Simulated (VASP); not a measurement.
# Mg in VASP: further runs

The runs below take Mg through single point, with LDA.

All numbers are computed with VASP 6.6.1; they aren't measurements. Logs are shortened: lines on timing, memory, paths and dates and some standing lists are left out, and cuts for length are marked.

## (1) The cell of the first run

It takes space group I4/mmm (No. 139, tetragonal). The conventional cell has a = 2.953 Å, b = 2.953 Å, c = 2.983 Å, α = 90.00°, β = 90.00°, γ = 90.00°. Within 3.4 Å of Mg (site symmetry 4/mmm) lie 14 Mg at 2.57 to 2.98 Å.

## (2) Single point, LDA (zz strain of +1 %)

Contents of INCAR:

```
PREC     = Accurate       # precision mode
ENCUT    = 520            # plane-wave cutoff, eV
EDIFF    = 1E-7           # SCF threshold, eV
ISMEAR   = -1             # smearing method
SIGMA    = 0.03           # smearing width, eV
LREAL    = False          # projectors in reciprocal space
LASPH    = True           # aspherical terms in the spheres
NELM     = 80             # most SCF steps
ALGO     = Normal         # electronic algorithm
ISIF     = 2              # what is computed and relaxed
LWAVE    = False          # write WAVECAR
LCHARG   = False          # write CHGCAR
GGA      = CA             # functional
NBANDS   = 7              # bands
```

Contents of KPOINTS:

```
Automatic mesh
0
Gamma
  19 19 19
```

Contents of POSCAR:

```
Mg
1.0
   -1.4765000000      1.4765000000      1.4912650000
    1.4765000000     -1.4765000000      1.4912650000
    1.4765000000      1.4765000000     -1.4912650000
Mg
1
Direct
    0.0000000000      0.0000000000      0.0000000000
```

Potentials or basis: VASP PAW LDA potentials, release 64 (Mg).

Started as:

```
cat potpaw_LDA.64/Mg/POTCAR > POTCAR
mpirun -np 1 vasp_std > vasp.out
```

OUTCAR:

```text
PREC = Accurate
   ENCUT = 520
   EDIFF = 1E-7
   ISMEAR = -1
   LREAL = False
   LASPH = True
   NELM = 80
   ISIF = 2
   GGA = CA

 ion  position               nearest neighbor table
   1  0.000  0.000  0.000-

  LATTYP: Found a body centered tetragonal cell.
 ALAT       =     2.9530000000
 C/A-ratio  =     1.0100000000

  Lattice vectors:

 A1 = (  -1.4765000000,   1.4765000000,   1.4912650000)
 A2 = (   1.4765000000,  -1.4765000000,   1.4912650000)
 A3 = (   1.4765000000,   1.4765000000,  -1.4912650000)

Analysis of symmetry for initial positions (statically):
=====================================================================
 Subroutine PRICEL returns:
 Original cell was already a primitive cell.

 Routine SETGRP: Setting up the symmetry group for a
 body centered tetragonal supercell.

 Subroutine GETGRP returns: Found 16 space group operations
 (whereof 16 operations were pure point group operations)
 out of a pool of 16 trial point group operations.

The static configuration has the point symmetry D_4h.

Analysis of symmetry for dynamics (positions and initial velocities):
=====================================================================
 Subroutine PRICEL returns:
 Original cell was already a primitive cell.

 Routine SETGRP: Setting up the symmetry group for a
 body centered tetragonal supercell.

 Subroutine GETGRP returns: Found 16 space group operations
 (whereof 16 operations were pure point group operations)
 out of a pool of 16 trial point group operations.

The dynamic configuration has the point symmetry D_4h.

 Subroutine INISYM returns: Found 16 space group operations
 (whereof 16 operations are pure point group operations),
 and found     1 'primitive' translations

----------------------------------------------------------------------------------------

                                     Primitive cell

  volume of cell :      13.0041

  direct lattice vectors                    reciprocal lattice vectors
    -1.476500000  1.476500000  1.491265000     0.000000000  0.338638673  0.335285814
     1.476500000 -1.476500000  1.491265000     0.338638673  0.000000000  0.335285814
     1.476500000  1.476500000 -1.491265000     0.338638673  0.338638673  0.000000000

  length of vectors
     2.565925915  2.565925915  2.565925915     0.476542472  0.476542472  0.478907403

  position of ions in fractional coordinates (direct lattice)
     0.000000000  0.000000000  0.000000000

  ion indices of the primitive-cell ions
   primitive index   ion index
                 1           1

----------------------------------------------------------------------------------------

 KPOINTS: Automatic mesh

Automatic generation of k-mesh.
 Grid dimensions read from file:
 generate k-points for:   19   19   19

 Generating k-lattice:

  Cartesian coordinates                     Fractional coordinates (reciprocal lattice)
     0.000000000  0.017823088  0.017646622     0.052631579 -0.000000000  0.000000000
     0.017823088  0.000000000  0.017646622    -0.000000000  0.052631579  0.000000000
     0.017823088  0.017823088  0.000000000     0.000000000  0.000000000  0.052631579

  Length of vectors
     0.025081183  0.025081183  0.025205653

  Shift w.r.t. Gamma in fractional coordinates (k-lattice)
     0.000000000  0.000000000  0.000000000

 Subroutine IBZKPT returns following result:
 ===========================================

 Found    550 irreducible k-points:

 Following reciprocal coordinates:
            Coordinates               Weight
  0.000000  0.000000  0.000000      1.000000
  0.052632  0.000000  0.000000      8.000000
  0.105263  0.000000  0.000000      8.000000
  0.157895  0.000000  0.000000      8.000000
  0.210526 -0.000000  0.000000      8.000000
  0.263158  0.000000 -0.000000      8.000000
[... 16 lines left out ...]
 -0.315789  0.052632  0.000000     16.000000
 -0.263158  0.052632  0.000000     16.000000
 [... further k-points ...]
   k-points           NKPTS =    550   k-points in BZ     NKDIM =    550   number of bands    NBANDS=      7
   number of dos      NEDOS =    301   number of ions     NIONS =      1
   total plane-waves  NPLWV =   8000
   dimension x,y,z NGX =    20 NGY =   20 NGZ =   20
   dimension x,y,z NGXF=    40 NGYF=   40 NGZF=   40
   ions per type =               1
   NGX,Y,Z   is equivalent  to a cutoff of  12.96, 12.96, 12.96 a.u.
   NGXF,Y,Z  is equivalent  to a cutoff of  25.92, 25.92, 25.92 a.u.
 SYSTEM =  unknown system
   PREC   = accura    normal or accurate (medium, high low for compatibility)
   ISTART =      0    job   : 0-new  1-cont  2-samecut
   ICHARG =      2    charge: 1-file 2-atom 10-const
   ISPIN  =      1    spin polarized calculation?
   LNONCOLLINEAR =      F non collinear calculations
   LSORBIT =      F    spin-orbit coupling
   LASPH  =      T    aspherical Exc in radial PAW
   ENCUT  =  520.0 eV  38.22 Ry    6.18 a.u.   4.77  4.77  4.77*2*pi/ulx,y,z
   NELM   =     80;   NELMIN=  2; NELMDL= -5     # of ELM steps
   EDIFF  = 0.1E-06   stopping-criterion for ELM
   LREAL  =      F    real-space projection
   EDIFFG = 0.1E-05   stopping-criterion for IOM
   NSW    =      0    number of steps for IOM
   IBRION =     -1    ionic relax: 0-MD 1-quasi-New 2-CG
   NFREE  =      0    steps in history (QN), initial steepest desc. (CG)
   ISIF   =      2    stress and relaxation
   ISYM   =      2    0-nonsym 1-usesym 2-fastsym
   POTIM  = 0.5000    time-step for ionic-motion
   TEBEG  =    0.0;   TEEND  =   0.0 temperature during run
   PSTRESS=    0.0 pullay stress
   NELECT =       2.0000    total number of electrons
   NUPDOWN=      -1.0000    fix difference up-down
   EMIN   =  10.00;   EMAX   =-10.00  energy-range for DOS
   EFERMI =   0.00;   METHOD = LEGACY
   ISMEAR =    -1;   SIGMA  =   0.03  broadening in eV -4-tet -1-fermi 0-gaus
   EFERMI_NEDOS =   21; number of points for ismear=-14 and -15
   IALGO  =     38    algorithm
   IMIX   =      4    mixing-type and parameters
     AMIX     =   0.40;   BMIX     =  1.00
     AMIX_MAG =   1.60;   BMIX_MAG =  1.00
  volume/ion in A,a.u.               =      13.00        87.76
  Fermi-wavevector in a.u.,A,eV,Ry     =   0.877117  1.657511 10.467431  0.769334
  Thomas-Fermi vector in A             =   1.997021
   LORBIT       =      0    0 simple, 1 ext, 2 COOP (PROOUT), +10 PAW based schemes
   GGA     = CA    functional components
   LHFCALC =     F    Hartree Fock is set to
   AEXX    =    0.0000 exact exchange contribution
   IVDW    =     0    specifies the selected vdW correction
   LEPSILON=     F    determine dielectric tensor
   LRPA    =     F    only Hartree local field effects (RPA)
 non-spin polarized calculation
  energy-cutoff  :      520.00
  volume of cell :       13.00
 maximum number of plane-waves:       370
   NGX =  9   NGY =  9   NGZ =  9

 number of electron       2.0000000 magnetization

 Free energy of the ion-electron system (eV)
  ---------------------------------------------------
  ext. energy  EPLUGINS =         0.00000000
  ---------------------------------------------------
  free energy    TOTEN  =        -0.85091483 eV

  energy without entropy =       -0.84994340  energy(sigma->0) =       -0.85042912

 E-fermi :   6.3404     XC(G=0): -10.7214

 val. band max:        6.3384259149   @ k =   0.3684   0.1053   0.1053
 cond. band min:       6.3428397999   @ k =  -0.3158  -0.4737   0.2632
 fundamental gap:      0.0044138850
 Fermi energy:         6.3403732677

 k-point     1 :       0.0000    0.0000    0.0000
  band No.  band energies     occupation
      1      -3.4606      2.00000
      2      23.3817      0.00000
      3      23.3817      0.00000
      4      23.6667      0.00000
      5      26.1625      0.00000
      6      26.4862      0.00000
      7      28.1071      0.00000

 k-point     2 :       0.0526    0.0000    0.0000
  band No.  band energies     occupation
      1      -3.3652      2.00000
      2      22.5235      0.00000
      3      22.9753      0.00000
      4      23.4502      0.00000
      5      25.2993      0.00000
      6      25.7909      0.00000
      7      28.8475      0.00000

 k-point     3 :       0.1053    0.0000    0.0000
  band No.  band energies     occupation
      1      -3.0799      2.00000
      2      20.3606      0.00000
      3      21.9572      0.00000
      4      23.1233      0.00000
      5      24.7203      0.00000
      6      25.0065      0.00000
      7      29.7059      0.00000

 k-point     4 :       0.1579    0.0000    0.0000
  band No.  band energies     occupation
      1      -2.6077      2.00000
      2      17.9312      0.00000
      3      20.8495      0.00000
      4      22.7288      0.00000
      5      23.7909      0.00000
      6      24.9076      0.00000
      7      30.1673      0.00000

 k-point     5 :       0.2105   -0.0000    0.0000
  band No.  band energies     occupation
      1      -1.9539      2.00000
      2      15.5517      0.00000
      3      19.8291      0.00000
      4      22.3258      0.00000
      5      22.9680      0.00000
      6      24.7895      0.00000
      7      30.2902      0.00000
[... 161 lines left out ...]
 k-point    22 :      -0.3684    0.0526    0.0000
  band No.  band energies     occupation
      1       0.4992      2.00000
      2      10.1728      0.00000
      3      17.2513      0.00000
      4      21.1474      0.00000
      5      21.9749      0.00000
      6      24.8046      0.00000
      7      30.4155      0.00000

 k-point    23 :      -0.3158    0.0526    0.0000
  band No.  band energies     occupation
      1      -0.5744      2.00000
      2      12.2299      0.00000
      3      17.8603      0.00000
      4      21.4732      0.00000
      5      22.4409      0.00000
      6      25.0430      0.00000
      7      29.9081      0.00000

 k-point    24 :      -0.2632    0.0526    0.0000
  band No.  band energies     occupation
      1      -1.4872      2.00000
      2      14.4177      0.00000
      3      18.6348      0.00000
      4      21.8662      0.00000
      5      23.0210      0.00000
      6      25.2215      0.00000
      7      29.6164      0.00000

 [... further k-points ...]
[... 5 lines left out ...]
  --------------------------------------------------------------------------------------
  -------------------------------------------------------------------------------------
  Total        4.3625430      4.3625430      4.3626545      0.0000000     -0.0000000      0.0000000
  in kB      537.4877708    537.4877708    537.5015075      0.0000000     -0.0000000      0.0000000
  external PRESSURE =     537.4923497 kB  Pullay stress =       0.0000000 kB

 VOLUME and BASIS-vectors are now :
 -----------------------------------------------------------------------------
  energy-cutoff  :      520.00
  volume of cell :       13.00
      direct lattice vectors                 reciprocal lattice vectors
    -1.476500000  1.476500000  1.491265000     0.000000000  0.338638673  0.335285814
     1.476500000 -1.476500000  1.491265000     0.338638673  0.000000000  0.335285814
     1.476500000  1.476500000 -1.491265000     0.338638673  0.338638673  0.000000000

 POSITION                                       TOTAL-FORCE (eV/Angst)
 -----------------------------------------------------------------------------------
      0.00000      0.00000      0.00000        -0.000000      0.000000     -0.000000
 -----------------------------------------------------------------------------------
    total drift:                                0.000000      0.000000     -0.000000

  FREE ENERGIE OF THE ION-ELECTRON SYSTEM (eV)
  ---------------------------------------------------
  free  energy   TOTEN  =        -0.8509148328 eV

  energy  without entropy=       -0.8499434019  energy(sigma->0) =       -0.85042912
```

Run time: 24 s. Hardware: 1 thread of Intel Xeon Platinum 8375C at 2.90GHz (Ice Lake), shared host; peak memory 0.16 GiB.

What came out:

* Free energy: -0.8509 eV
* Pressure: 53.7 GPa
* Band gap on the k mesh: zero (band 1 reaches 9.71 eV, above the bottom of band 2 at 5.39 eV)

Caveat: the cell differs from its parent crystal (zz strain of +1 %).

## (3) Single point, LDA (zz strain of +2 %)

Contents of INCAR:

```
SYSTEM = Mg
PREC = Accurate ; ENCUT = 520
EDIFF = 1E-6 ; ISMEAR = -1
SIGMA = 0.03 ; LREAL = .False.
LASPH = .True. ; NELM = 60
ALGO = Normal ; ISIF = 2
LWAVE = .False. ; LCHARG = .True.
LELF = .True. ; LVHAR = .True.
NBANDS = 7
```

Contents of KPOINTS:

```
regular mesh
0
Gamma
  19 19 19
  0 0 0
```

Contents of POSCAR:

```
Mg
1.0
   -1.4765000000      1.4765000000      1.5060300000
    1.4765000000     -1.4765000000      1.5060300000
    1.4765000000      1.4765000000     -1.5060300000
Mg
1
Direct
    0.0000000000      0.0000000000      0.0000000000
```

Potentials or basis: VASP PAW LDA potentials, release 64 (Mg).

Started as:

```
cat potpaw_LDA.64/Mg/POTCAR > POTCAR
mpirun -np 1 vasp_std > vasp.out
```

It took 24 s on 1 thread of Intel Xeon Platinum 8375C at 2.90GHz (Ice Lake), shared host; peak memory 0.16 GiB.

It converged, with:

```
Free energy            : -0.8933 eV
Pressure               : 51.7 GPa
Band gap on the k mesh : zero (band 1 reaches 9.66 eV, above the bottom of band 2 at 5.29 eV)
```

Stress tensor (GPa, compression positive):
```
51.72  0.00  0.00
 0.00 51.72  0.00
 0.00  0.00 51.57
```

Levels at points of the mesh, in eV from the Fermi level:
```tsv
k point	band 1	band 2	band 3	band 4	band 5	band 6
(0.00, 0.00, 0.00)	-9.74	16.88	16.88	17.44	19.58	20.22
```

Caveat: the cell differs from its parent crystal (zz strain of +2 %).

## (4) Single point, LDA

This run uses another cell than the first one, of 12.88 Å³/atom, 0.990 times its volume.

Contents of INCAR:

```
SYSTEM = Mg
PREC = Accurate
ENCUT = 520
EDIFF = 1E-7
ISMEAR = -1
SIGMA = 0.03
LREAL = .FALSE.
LASPH = .TRUE.
NELM = 100
ALGO = Normal
ISIF = 2
LWAVE = .FALSE.
LCHARG = .FALSE.
NBANDS = 7
```

Contents of KPOINTS:

```
Automatic mesh
0
G
  19 19 19
  0 0 0
```

Contents of POSCAR:

```
Mg
1.0
   -1.4765000000      1.4765000000      1.4765000000
    1.4765000000     -1.4765000000      1.4765000000
    1.4765000000      1.4765000000     -1.4765000000
Mg
1
Direct
    0.0000000000      0.0000000000      0.0000000000
```

Started as:

```
cat potpaw_LDA.64/Mg/POTCAR > POTCAR
mpirun -np 1 vasp_std > vasp.out
```

Wall time 20 s (1 thread of Intel Xeon Platinum 8259CL at 2.50GHz (Skylake/Cascade Lake), shared host); peak memory 0.13 GiB.

It converged, with:

- Free energy: -0.8069 eV
- Pressure: 55.9 GPa
- Band gap on the k mesh: zero (band 1 reaches 9.75 eV, above the bottom of band 2 at 5.50 eV)

Levels at points of the mesh, in eV from the Fermi level:
```tsv
k point	band 1	band 2	band 3	band 4	band 5	band 6
(0.00, 0.00, 0.00)	-9.86	17.21	17.21	17.21	20.08	20.08
```

## (5) Single point, LDA (equal xy, yz and zx shear strains of -2 %)

Contents of INCAR:

```
SYSTEM = Mg
PREC = Accurate ; ENCUT = 520
EDIFF = 1E-6 ; ISMEAR = -1
SIGMA = 0.03 ; LREAL = .FALSE.
LASPH = .TRUE. ; NELM = 100
ALGO = Normal ; ISIF = 2
LWAVE = .FALSE. ; LCHARG = .FALSE.
NBANDS = 7
```

Contents of KPOINTS:

```
regular mesh
0
G
  19 19 19
  0 0 0
```

Contents of POSCAR:

```
Mg
1.0
   -1.5060300000      1.4765000000      1.4765000000
    1.4765000000     -1.5060300000      1.4765000000
    1.4765000000      1.4765000000     -1.5060300000
Mg
1
Direct
    0.0000000000      0.0000000000      0.0000000000
```

Started as:

```
cat potpaw_LDA.64/Mg/POTCAR > POTCAR
mpirun -np 1 vasp_std > vasp.out
```

It took 53 s on 1 thread of AMD EPYC 7R43 (Zen 3), shared host; peak memory 0.13 GiB.

It converged, with:

| Quantity | Value |
| --- | --- |
| Free energy | -0.7992 eV |
| Pressure | 56.1 GPa |
| Band gap on the k mesh | zero (band 1 reaches 9.75 eV, above the bottom of band 2 at 5.35 eV) |

Stress tensor (GPa, compression positive):
```
56.06  2.56  2.56
 2.56 56.06  2.56
 2.56  2.56 56.06
```

Levels at points of the mesh, in eV from the Fermi level:
| k point | band 1 | band 2 | band 3 | band 4 |
| --- | --- | --- | --- | --- |
| (0.00, 0.00, 0.00) | -9.85 | 16.95 | 17.24 | 17.24 |

Caveat: the cell differs from its parent crystal (equal xy, yz and zx shear strains of -2 %).

## (6) Single point, LDA (equal xy, yz and zx shear strains of -1 %)

Contents of INCAR:

```
ALGO = Normal
EDIFF = 1E-7
ENCUT = 520
GGA = CA
ISIF = 2
ISMEAR = -1
LASPH = True
LCHARG = False
LREAL = False
LWAVE = False
NBANDS = 7
NELM = 80
PREC = Accurate
SIGMA = 0.03
```

Contents of KPOINTS:

```
k-points
0
Gamma
  19 19 19
```

Contents of POSCAR:

```
Mg
1.0
   -1.4912650000      1.4765000000      1.4765000000
    1.4765000000     -1.4912650000      1.4765000000
    1.4765000000      1.4765000000     -1.4912650000
Mg
1
Direct
    0.0000000000      0.0000000000      0.0000000000
```

Potentials or basis: VASP PAW LDA potentials, release 64 (Mg).

Started as:

```
cat potpaw_LDA.64/Mg/POTCAR > POTCAR
mpirun -np 1 vasp_std > vasp.out
```

Wall time 58 s (1 thread of AMD EPYC 7R43 (Zen 3), shared host); peak memory 0.13 GiB.

It converged, with:

| Property | Result |
| --- | --- |
| Free energy | -0.8049 eV |
| Pressure | 55.9 GPa |
| Band gap on the k mesh | zero (band 1 reaches 9.75 eV, above the bottom of band 2 at 5.42 eV) |

Stress tensor (GPa, compression positive):
```
55.94  1.33  1.33
 1.33 55.94  1.33
 1.33  1.33 55.94
```

Levels at points of the mesh, in eV from the Fermi level:
```
           k point  band 1  band 2  band 3  band 4  band 5  band 6
(0.00, 0.00, 0.00)   -9.85   17.08   17.26   17.26   20.12   20.12
```

Caveat: the cell differs from its parent crystal (equal xy, yz and zx shear strains of -1 %).

## (7) The runs side by side

```csv
cell,gap on the mesh (eV),pressure (GPa)
"a = 2.566 Å, angles 109.7, 109.7, 108.9°, 1 atom",none,53.7
"a = 2.575 Å, angles 110.0, 110.0, 108.4°, 1 atom",none,51.7
"a = 2.557 Å, angles 109.5°, 1 atom",none,55.9
"a = 2.575 Å, angles 110.0°, 1 atom",none,56.1
"a = 2.566 Å, angles 109.7°, 1 atom",none,55.9
```

Alike in all rows: task single point; level LDA; potentials or basis VASP PAW LDA potentials, release 64 (Mg); no spin polarisation; k mesh 19 × 19 × 19; cutoff (eV) 520; smearing fermi-dirac 0.03 eV.

Total energies depend on the potentials used, so only differences within one code and one set of settings carry meaning.
